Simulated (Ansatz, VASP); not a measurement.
HfO2 in VASP and in Ansatz

INCAR

```
SYSTEM = HfO2
PREC     = Accurate       ! precision mode
ENCUT    = 520            ! plane-wave cutoff, eV
EDIFF    = 1E-7           ! SCF threshold, eV
ISMEAR   = 0              ! smearing method
SIGMA    = 0.05           ! smearing width, eV
LREAL    = .FALSE.        ! projectors in reciprocal space
LASPH    = .TRUE.         ! aspherical terms in the spheres
NELM     = 60             ! most SCF steps
ALGO     = Normal         ! electronic algorithm
ISIF     = 2              ! what is computed and relaxed
LWAVE    = .FALSE.        ! write WAVECAR
LCHARG   = .TRUE.         ! write CHGCAR
GGA      = PS             ! functional
LELF     = .TRUE.         ! ELF
LVHAR    = .TRUE.       
NBANDS   = 18             ! bands
```

The input KPOINTS:

```
Automatic mesh
0
G
  8 8 8
  0 0 0
```

The input POSCAR:

```
HfO2
1.0
    0.0000000000      2.5549409706      2.5549409706
    2.5549409706      0.0000000000      2.5549409706
    2.5549409706      2.5549409706      0.0000000000
Hf O
1 2
Direct
    0.0000000000      0.0000000000      0.0000000000
    0.2500000000      0.2500000000      0.2500000000
    0.7500000000      0.7500000000      0.7500000000
```

Input for Ansatz:

```yaml
crystal:
  lattice:
    - [0.0, 2.5549409706, 2.5549409706]
    - [2.5549409706, 0.0, 2.5549409706]
    - [2.5549409706, 2.5549409706, 0.0]
  atoms:
    - { symbol: Hf, position: [0.0, 0.0, 0.0] }
    - { symbol: O, position: [0.25, 0.25, 0.25] }
    - { symbol: O, position: [0.75, 0.75, 0.75] }
basis:
  ecutwfc: 420
  ecutrho_ratio: 4
kpoints:
  mp_grid: { grid: [8, 8, 8] }
hamiltonian:
  xc: pbesol
scf:
  occupations: { method: gaussian, width: 0.05 }
output:
  forces: true
  stress: true
  eigenvalues: true
```

Alike in both runs: task single point; functional PBEsol; k mesh 8 × 8 × 8; occupations gaussian, width 0.05 eV; no spin polarisation.

|  | VASP | Ansatz |
| --- | --- | --- |
| version | VASP 6.6.1 | Ansatz 0.2.0 |
| potentials or method | VASP PAW PBE potentials, release 64 (Hf_pv, O), cutoff 520 eV | scalar-relativistic, plane waves, PAW |
| valence electrons in the cell | 22 | 38 |

|  | VASP | Ansatz | Ansatz less VASP |
| --- | --- | --- | --- |
| gap on the k mesh at the Fermi level (eV) | 3.61 | 3.60 | -0.013 |
| least direct gap on the mesh (eV) | 3.61 | 3.60 | -0.013 |
| pressure (GPa) | -12.9 | -9.5 | +3.40 |

VASP's potentials were made for PBE, not for PBEsol. The functional is the same, so the differences come from potentials, cutoffs and numerics. VASP's potentials hold 22 valence electrons a cell and Ansatz's 38, so a difference there can come from the potentials and not from the codes.

Spin-orbit coupling is off throughout.
